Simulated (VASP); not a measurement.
Crystal: Ga3AsN2.

```
Ga As N
1.0
     3.61347    0.00000    0.00000
    -1.80674    3.12936    0.00000
     0.00000    0.00000    8.85117
Ga As N
3 1 2
Cartesian
  0.0000 0.0000 0.0000
  0.0000 2.0862 5.9008
  1.8067 1.0431 2.9504
  0.0000 2.0862 8.1136
  1.8067 1.0431 5.1632
  0.0000 0.0000 2.2128
```

* Program: VASP 6.6.1
* Task: relaxation of cell and atoms
* Functional: PBE
* Potentials or basis: VASP PAW PBE potentials, release 64 (Ga_d, As, N)
* Cutoff: 600 eV
* k mesh: 6 × 6 × 2
* Occupations: gaussian, width 0.1 eV
* Spin: no spin polarisation

At the start: pressure -2.1 GPa; volume 16.68 Å³/atom.

How do energy, volume and symmetry change on relaxing?

Over 11 steps the energy falls by 315.7 meV/atom and the volume is 15.30 Å³/atom (-8.3 %); space group P3m1 (No. 156, to 0.1 Å) before and after.

The path:
```tsv
step	energy change (eV)	largest force (eV/Å)	pressure (GPa)	volume (Å³)
1	0.0000	4.6490	-2.13	100.09
2	-1.2520	1.9420	-2.75	96.91
3	-1.3584	2.6644	-1.22	95.35
4	-1.3697	2.2412	-1.74	95.73
5	-1.7870	0.9478	0.07	92.28
6	-1.8483	0.2999	1.71	90.41
7	-1.8792	0.5670	-0.83	92.40
8	-1.8834	0.4300	-0.22	91.87
9	-1.8935	0.0737	-0.08	91.88
10	-1.8936	0.0924	-0.07	91.89
11	-1.8941	0.0280	0.01	91.79
```

Final structure:
```yaml
crystal:
  lattice:
    - [3.46127, 0.00000, 0.00000]
    - [-1.73063, 2.99755, 0.00000]
    - [0.00000, 0.00000, 8.84705]
  atoms:
    - { symbol: Ga, position: [0.00000, 0.00000, 0.04981] }
    - { symbol: Ga, position: [0.33333, 0.66667, 0.62342] }
    - { symbol: Ga, position: [0.66667, 0.33333, 0.33632] }
    - { symbol: As, position: [0.33333, 0.66667, 0.90859] }
    - { symbol: N, position: [0.66667, 0.33333, 0.56108] }
    - { symbol: N, position: [0.00000, 0.00000, 0.27078] }
```
